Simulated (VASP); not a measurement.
# CuF (P6_3mc) in VASP: further runs

Runs on CuF. Level: r2SCAN. Tasks: single point.

Program: VASP 6.6.1. These are calculated values, not measurements. Logs are shortened: lines on timing, memory, paths and dates and some standing lists are left out, and cuts for length are marked.

**1. The cell of the first run**

The structure is hexagonal, space group P6_3mc (No. 186). Conventional cell: a = 2.733 Å, b = 2.733 Å, c = 6.584 Å, α = 90.00°, β = 90.00°, γ = 120.00°. Cu (site symmetry 3m) has 4 F at 1.86 to 2.13 Å within 2.5 Å. Within 2.5 Å of F (site symmetry 3m) lie 4 Cu at 1.86 to 2.13 Å.

**2. Single point, r2SCAN (volume changed by -6%)**

Input file POSCAR:

```
CuF
1.0
    2.7328256442      0.0000000000      0.0000000000
   -1.3664128221      2.3666964320      0.0000000000
    0.0000000000      0.0000000000      6.5839183161
Cu F
2 2
Direct
    0.3333333333      0.6666666667      0.0459865600
    0.6666666667      0.3333333333      0.5459865600
    0.3333333333      0.6666666667      0.3290134400
    0.6666666667      0.3333333333      0.8290134400
```

Input file INCAR.step1:

```
ALGO     = Normal         # electronic algorithm
EDIFF    = 1E-4           # SCF threshold, eV
ENCUT    = 520            # plane-wave cutoff, eV
GGA      = PE             # functional
ISMEAR   = -1             # smearing method
LASPH    = T              # aspherical terms in the spheres
LCHARG   = F              # write CHGCAR
LREAL    = F              # projectors in reciprocal space
LWAVE    = T              # write WAVECAR
NBANDS   = 26             # bands
NELM     = 80             # most SCF steps
PREC     = Accurate       # precision mode
SIGMA    = 0.02           # smearing width, eV
```

Input file INCAR.step2:

```
ALGO     = Normal         # electronic algorithm
EDIFF    = 1E-6           # SCF threshold, eV
ENCUT    = 520            # plane-wave cutoff, eV
ISIF     = 2              # what is computed and relaxed
ISMEAR   = -1             # smearing method
ISTART   = 1            
LASPH    = T              # aspherical terms in the spheres
LCHARG   = F              # write CHGCAR
LMIXTAU  = T            
LREAL    = F              # projectors in reciprocal space
LWAVE    = F              # write WAVECAR
METAGGA  = R2SCAN         # meta-GGA
NBANDS   = 26             # bands
NELM     = 80             # most SCF steps
PREC     = Accurate       # precision mode
SIGMA    = 0.02           # smearing width, eV
```

Input file KPOINTS:

```
k-points
0
Gamma
  9 9 4
```

Potentials or basis: VASP PAW PBE potentials, release 64 (Cu, F).

Launch:

```console
> cat potpaw_PBE.64/Cu/POTCAR potpaw_PBE.64/F/POTCAR > POTCAR
> cp INCAR.step1 INCAR
> mpirun -np 1 vasp_std > vasp.out
> cp INCAR.step2 INCAR
> mpirun -np 1 vasp_std > vasp.out
```

OUTCAR:

```text
EDIFF = 1E-6
   ENCUT = 520
   ISIF = 2
   ISMEAR = -1
   ISTART = 1
   LASPH = T
   LREAL = F
   METAGGA = R2SCAN
   NELM = 80
   PREC = Accurate

 ion  position               nearest neighbor table
   1  0.333  0.667  0.046-   3 1.86   4 2.13   4 2.13   4 2.13
   2  0.667  0.333  0.546-   4 1.86   3 2.13   3 2.13   3 2.13
   3  0.333  0.667  0.329-   1 1.86   2 2.13   2 2.13   2 2.13
   4  0.667  0.333  0.829-   2 1.86   1 2.13   1 2.13   1 2.13

  LATTYP: Found a hexagonal cell.
 ALAT       =     2.7328256442
 C/A-ratio  =     2.4091980877

  Lattice vectors:

 A1 = (   2.7328256442,   0.0000000000,   0.0000000000)
 A2 = (  -1.3664128221,   2.3666964320,   0.0000000000)
 A3 = (   0.0000000000,   0.0000000000,   6.5839183161)

Analysis of symmetry for initial positions (statically):
=====================================================================
 Subroutine PRICEL returns:
 Original cell was already a primitive cell.

 Routine SETGRP: Setting up the symmetry group for a
 hexagonal supercell.

 Subroutine GETGRP returns: Found 12 space group operations
 (whereof  6 operations were pure point group operations)
 out of a pool of 24 trial point group operations.

The static configuration has the point symmetry C_3v.
 The point group associated with its full space group is C_6v.

Analysis of symmetry for dynamics (positions and initial velocities):
=====================================================================
 Subroutine PRICEL returns:
 Original cell was already a primitive cell.

 Routine SETGRP: Setting up the symmetry group for a
 hexagonal supercell.

 Subroutine GETGRP returns: Found 12 space group operations
 (whereof  6 operations were pure point group operations)
 out of a pool of 24 trial point group operations.

The dynamic configuration has the point symmetry C_3v.
 The point group associated with its full space group is C_6v.

 Subroutine INISYM returns: Found 12 space group operations
 (whereof  6 operations are pure point group operations),
 and found     1 'primitive' translations

----------------------------------------------------------------------------------------

                                     Primitive cell

  volume of cell :      42.5833

  direct lattice vectors                    reciprocal lattice vectors
     2.732825644  0.000000000  0.000000000     0.365921625  0.211264949  0.000000000
    -1.366412822  2.366696432  0.000000000     0.000000000  0.422529897  0.000000000
     0.000000000  0.000000000  6.583918316     0.000000000  0.000000000  0.151885238

  length of vectors
     2.732825644  2.732825644  6.583918316     0.422529897  0.422529897  0.151885238

  position of ions in fractional coordinates (direct lattice)
     0.333333333  0.666666667  0.045986560
     0.666666667  0.333333333  0.545986560
     0.333333333  0.666666667  0.329013440
     0.666666667  0.333333333  0.829013440

  ion indices of the primitive-cell ions
   primitive index   ion index
                 1           1
                 2           2
                 3           3
                 4           4

----------------------------------------------------------------------------------------

 KPOINTS: k-points

Automatic generation of k-mesh.
 Grid dimensions read from file:
 generate k-points for:    9    9    4

 Generating k-lattice:

  Cartesian coordinates                     Fractional coordinates (reciprocal lattice)
     0.040657958  0.023473883  0.000000000     0.111111111 -0.000000000  0.000000000
     0.000000000  0.046947766  0.000000000     0.000000000  0.111111111  0.000000000
     0.000000000  0.000000000  0.037971309     0.000000000  0.000000000  0.250000000

  Length of vectors
     0.046947766  0.046947766  0.037971309

  Shift w.r.t. Gamma in fractional coordinates (k-lattice)
     0.000000000  0.000000000  0.000000000

 Subroutine IBZKPT returns following result:
 ===========================================

 Found     36 irreducible k-points:

 Following reciprocal coordinates:
            Coordinates               Weight
  0.000000  0.000000  0.000000      1.000000
  0.111111  0.000000  0.000000      6.000000
  0.222222 -0.000000  0.000000      6.000000
  0.333333  0.000000  0.000000      6.000000
  0.444444 -0.000000  0.000000      6.000000
  0.111111  0.111111  0.000000      6.000000
[... 16 lines left out ...]
  0.333333  0.222222  0.250000     24.000000
  0.333333  0.333333  0.250000      4.000000
 [... further k-points ...]
   k-points           NKPTS =     36   k-points in BZ     NKDIM =     36   number of bands    NBANDS=     26
   number of dos      NEDOS =    301   number of ions     NIONS =      4
   total plane-waves  NPLWV =  20000
   dimension x,y,z NGX =    20 NGY =   20 NGZ =   50
   dimension x,y,z NGXF=    40 NGYF=   40 NGZF=  100
   ions per type =               2   2
   NGX,Y,Z   is equivalent  to a cutoff of  12.17, 12.17, 12.63 a.u.
   NGXF,Y,Z  is equivalent  to a cutoff of  24.33, 24.33, 25.25 a.u.
 SYSTEM =  unknown system
   PREC   = accura    normal or accurate (medium, high low for compatibility)
   ISTART =      1    job   : 0-new  1-cont  2-samecut
   ICHARG =      0    charge: 1-file 2-atom 10-const
   ISPIN  =      1    spin polarized calculation?
   LNONCOLLINEAR =      F non collinear calculations
   LSORBIT =      F    spin-orbit coupling
   LASPH  =      T    aspherical Exc in radial PAW
   ENCUT  =  520.0 eV  38.22 Ry    6.18 a.u.   5.08  5.08 12.24*2*pi/ulx,y,z
   NELM   =     80;   NELMIN=  2; NELMDL=  0     # of ELM steps
   EDIFF  = 0.1E-05   stopping-criterion for ELM
   LREAL  =      F    real-space projection
   EDIFFG = 0.1E-04   stopping-criterion for IOM
   NSW    =      0    number of steps for IOM
   IBRION =     -1    ionic relax: 0-MD 1-quasi-New 2-CG
   NFREE  =      0    steps in history (QN), initial steepest desc. (CG)
   ISIF   =      2    stress and relaxation
   ISYM   =      2    0-nonsym 1-usesym 2-fastsym
   POTIM  = 0.5000    time-step for ionic-motion
   TEBEG  =    0.0;   TEEND  =   0.0 temperature during run
   PSTRESS=    0.0 pullay stress
   NELECT =      36.0000    total number of electrons
   NUPDOWN=      -1.0000    fix difference up-down
   EMIN   =  10.00;   EMAX   =-10.00  energy-range for DOS
   EFERMI =   0.00;   METHOD = LEGACY
   ISMEAR =    -1;   SIGMA  =   0.02  broadening in eV -4-tet -1-fermi 0-gaus
   EFERMI_NEDOS =   21; number of points for ismear=-14 and -15
   IALGO  =     38    algorithm
   IMIX   =      4    mixing-type and parameters
     AMIX     =   0.40;   BMIX     =  1.00
     AMIX_MAG =   1.60;   BMIX_MAG =  1.00
  volume/ion in A,a.u.               =      10.65        71.84
  Fermi-wavevector in a.u.,A,eV,Ry     =   1.547971  2.925240 32.602455  2.396213
  Thomas-Fermi vector in A             =   2.652988
   LORBIT       =      0    0 simple, 1 ext, 2 COOP (PROOUT), +10 PAW based schemes
   METAGGA = R2SCAN    functional components
   LHFCALC =     F    Hartree Fock is set to
   AEXX    =    0.0000 exact exchange contribution
   IVDW    =     0    specifies the selected vdW correction
   LEPSILON=     F    determine dielectric tensor
   LRPA    =     F    only Hartree local field effects (RPA)
 non-spin polarized calculation
  energy-cutoff  :      520.00
  volume of cell :       42.58
 maximum number of plane-waves:      1166
   NGX = 11   NGY = 11   NGZ = 25

 number of electron      35.9999975 magnetization

 Free energy of the ion-electron system (eV)
  ---------------------------------------------------
  ext. energy  EPLUGINS =         0.00000000
  ---------------------------------------------------
  free energy    TOTEN  =       -32.12663473 eV

  energy without entropy =      -32.12663449  energy(sigma->0) =      -32.12663461

 E-fermi :   4.6963     XC(G=0): -12.1377

 val. band max:        4.4466029461   @ k =   0.4444  -0.0000   0.0000
 cond. band min:       4.8857875745   @ k =   0.0000   0.0000   0.0000
 fundamental gap:      0.4391846283
 Fermi energy:         4.6962664451

 k-point     1 :       0.0000    0.0000    0.0000
  band No.  band energies     occupation
      1     -21.6316      2.00000
      2     -21.4723      2.00000
      3      -4.3819      2.00000
      4      -2.9418      2.00000
      5      -0.5147      2.00000
      6      -0.5147      2.00000
[... 18 lines left out ...]
     25      25.7334      0.00000
     26      26.3773      0.00000

 k-point     2 :       0.1111    0.0000    0.0000
  band No.  band energies     occupation
      1     -21.5657      2.00000
      2     -21.4165      2.00000
      3      -4.2143      2.00000
      4      -2.8914      2.00000
      5      -1.0013      2.00000
      6      -0.6058      2.00000
[... 18 lines left out ...]
     25      24.0929      0.00000
     26      24.8163      0.00000

 k-point     3 :       0.2222   -0.0000    0.0000
  band No.  band energies     occupation
      1     -21.3954      2.00000
      2     -21.2726      2.00000
      3      -3.7874      2.00000
      4      -2.7797      2.00000
      5      -1.8761      2.00000
      6      -1.4824      2.00000
[... 18 lines left out ...]
     25      20.7953      0.00000
     26      22.3832      0.00000

 k-point     4 :       0.3333    0.0000    0.0000
  band No.  band energies     occupation
      1     -21.1913      2.00000
      2     -21.1052      2.00000
      3      -3.3176      2.00000
      4      -2.8180      2.00000
      5      -2.5151      2.00000
      6      -2.3403      2.00000
[... 18 lines left out ...]
     25      20.4402      0.00000
     26      21.3509      0.00000

 k-point     5 :       0.4444   -0.0000    0.0000
  band No.  band energies     occupation
      1     -21.0492      2.00000
      2     -20.9969      2.00000
      3      -3.1730      2.00000
      4      -3.1608      2.00000
      5      -2.7676      2.00000
      6      -2.4971      2.00000
[... 18 lines left out ...]
     25      20.4327      0.00000
     26      21.0502      0.00000

 k-point     6 :       0.1111    0.1111    0.0000
  band No.  band energies     occupation
      1     -21.4477      2.00000
      2     -21.3164      2.00000
      3      -3.9165      2.00000
      4      -2.8098      2.00000
      5      -1.6038      2.00000
      6      -1.2226      2.00000
[... 427 lines left out ...]
 k-point    21 :       0.4444    0.1111    0.2500
  band No.  band energies     occupation
      1     -21.0042      2.00000
      2     -20.9756      2.00000
      3      -3.1322      2.00000
      4      -3.1170      2.00000
      5      -2.6770      2.00000
      6      -2.5249      2.00000
[... 18 lines left out ...]
     25      19.0717      0.00000
     26      20.0921      0.00000

 k-point    22 :       0.2222    0.2222    0.2500
  band No.  band energies     occupation
      1     -21.0890      2.00000
      2     -21.0421      2.00000
      3      -3.0880      2.00000
      4      -2.8647      2.00000
      5      -2.4179      2.00000
      6      -2.4065      2.00000
[... 18 lines left out ...]
     25      17.4746      0.00000
     26      20.0733      0.00000

 k-point    23 :       0.3333    0.2222    0.2500
  band No.  band energies     occupation
      1     -20.9805      2.00000
      2     -20.9575      2.00000
      3      -2.9326      2.00000
      4      -2.8872      2.00000
      5      -2.5263      2.00000
      6      -2.4760      2.00000
[... 18 lines left out ...]
     25      18.7510      0.00000
     26      20.4280      0.00000

 k-point    24 :       0.3333    0.3333    0.2500
  band No.  band energies     occupation
      1     -20.9359      2.00000
      2     -20.9359      2.00000
      3      -2.7702      2.00000
      4      -2.7702      2.00000
      5      -2.3974      2.00000
      6      -2.2258      2.00000
[... 18 lines left out ...]
     25      19.5840      0.00000
     26      20.7679      0.00000

 [... further k-points ...]

------------------------ aborting loop because EDIFF is reached ----------------------------------------

  FORCE on cell =-STRESS in cart. coord.  units (eV):
  Direction    XX          YY          ZZ          XY          YZ          ZX
  --------------------------------------------------------------------------------------
  -------------------------------------------------------------------------------------
  Total        1.3926940      1.3926940      3.8695143      0.0000000      0.0000000      0.0000000
  in kB       52.3995289     52.3995289    145.5888529      0.0000000      0.0000000      0.0000000
  external PRESSURE =      83.4626369 kB  Pullay stress =       0.0000000 kB

 VOLUME and BASIS-vectors are now :
 -----------------------------------------------------------------------------
  energy-cutoff  :      520.00
  volume of cell :       42.58
      direct lattice vectors                 reciprocal lattice vectors
     2.732825644  0.000000000  0.000000000     0.365921625  0.211264949  0.000000000
    -1.366412822  2.366696432  0.000000000     0.000000000  0.422529897  0.000000000
     0.000000000  0.000000000  6.583918316     0.000000000  0.000000000  0.151885238

 POSITION                                       TOTAL-FORCE (eV/Angst)
 -----------------------------------------------------------------------------------
     -0.00000      1.57780      0.30277         0.000000     -0.000000     -0.141989
      1.36641      0.78890      3.59473         0.000000      0.000000     -0.141989
     -0.00000      1.57780      2.16620        -0.000000      0.000000      0.141989
      1.36641      0.78890      5.45816         0.000000     -0.000000      0.141989
 -----------------------------------------------------------------------------------
    total drift:                                0.000001      0.000002     -0.052285

  FREE ENERGIE OF THE ION-ELECTRON SYSTEM (eV)
  ---------------------------------------------------
  free  energy   TOTEN  =       -32.1266347272 eV

  energy  without entropy=      -32.1266344945  energy(sigma->0) =      -32.12663461
```

Wall time 84 s (1 thread of Intel Xeon 6975P-C (Granite Rapids), shared host); peak memory 0.17 GiB.

What came out:

```yaml
Free_energy: -32.1266 eV
Pressure: 8.3 GPa
Largest_force: 0.142 eV/Å
Band_gap_on_the_k_mesh: 0.44 eV, indirect (least direct gap 0.88 eV)
```

Forces in eV/Å, atoms in the order of the input:
```
Cu   0.000  0.000 -0.142
Cu   0.000  0.000 -0.142
F    0.000  0.000  0.142
F    0.000  0.000  0.142
```

Stress tensor (GPa, compression positive):
```
 5.24  0.00  0.00
 0.00  5.24  0.00
 0.00  0.00 14.56
```

Caveat: the PAW data sets were made with another functional, which shifts forces and pressure a little.

(Continued in part 2 of 2.)
